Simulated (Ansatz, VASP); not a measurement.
## One calculation of HfB, two programs

```
CELL_PARAMETERS angstrom
0.00000 2.36976 2.36976
2.36976 0.00000 2.36976
2.36976 2.36976 0.00000
ATOMIC_POSITIONS crystal
Hf 0.50000 0.50000 0.50000
B 0.00000 0.00000 0.00000
```

Alike in both runs: task single point; functional PBEsol; k mesh 16 × 16 × 16; occupations gaussian, width 0.1 eV; no spin polarisation.

```csv
,VASP,Ansatz
version,VASP 6.6.1,Ansatz 0.2.0
potentials or method,"VASP PAW PBE potentials, release 64 (Hf_pv, B), cutoff 520 eV","scalar-relativistic, plane waves, PAW"
valence electrons in the cell,13,29
```

|  | VASP | Ansatz | Ansatz less VASP |
| --- | --- | --- | --- |
| gap on the k mesh at the Fermi level (eV) | none | none | - |
| pressure (GPa) | 6.3 | 5.7 | -0.52 |

VASP's potentials were made for PBE, not for PBEsol. A gap of «none» marks a metal or a gap that the smearing closes. VASP's potentials hold 13 valence electrons a cell and Ansatz's 29, so a difference there can come from the potentials and not from the codes.

Spin-orbit coupling is off throughout.
